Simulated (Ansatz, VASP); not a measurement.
## HfTi2Ge3 in VASP and in Ansatz

```
Hf Ti Ge
1.0
     5.42705    0.00000    0.00000
    -2.71353    4.69996    0.00000
     0.00000    0.00000    7.41740
Hf Ti Ge
1 2 3
Direct
  0.00000 0.00000 0.00000
  0.00000 0.00000 0.63351
  0.00000 0.00000 0.36649
  0.50000 0.00000 0.00000
  0.00000 0.50000 0.00000
  0.50000 0.50000 0.00000
```

Alike in both runs: functional PBE; k mesh 4 × 4 × 2; occupations gaussian, width 0.2 eV; no spin polarisation.

Ansatz relaxed the structure, and its values are those at the end. VASP's run is a single point on that final structure, the one shown.

|  | VASP | Ansatz |
| --- | --- | --- |
| version | VASP 6.6.1 | Ansatz 0.2.0 |
| potentials or method | VASP PAW PBE potentials, release 64 (Hf_pv, Ti_sv, Ge_d), cutoff 500 eV | scalar-relativistic, plane waves, PAW |
| valence electrons in the cell | 76 | 92 |

VASP gave:

```
gap on the k mesh at the Fermi level (eV) : none
pressure (GPa)                            : 0.3
rms of the force components (eV/Å)        : 0.212
```

Which values does Ansatz return?

gap on the k mesh at the Fermi level (eV): none; pressure (GPa): 0.0; rms of the force components (eV/Å): 0.022.

A gap of «none» marks a metal or a gap that the smearing closes. One of these differences is far larger than is usual between the two programs; its cause wasn't traced. VASP's potentials hold 76 valence electrons a cell and Ansatz's 92, so a difference there can come from the potentials and not from the codes.

The k mesh is coarse, so the values compare programs but aren't converged. Spin-orbit coupling is off throughout.
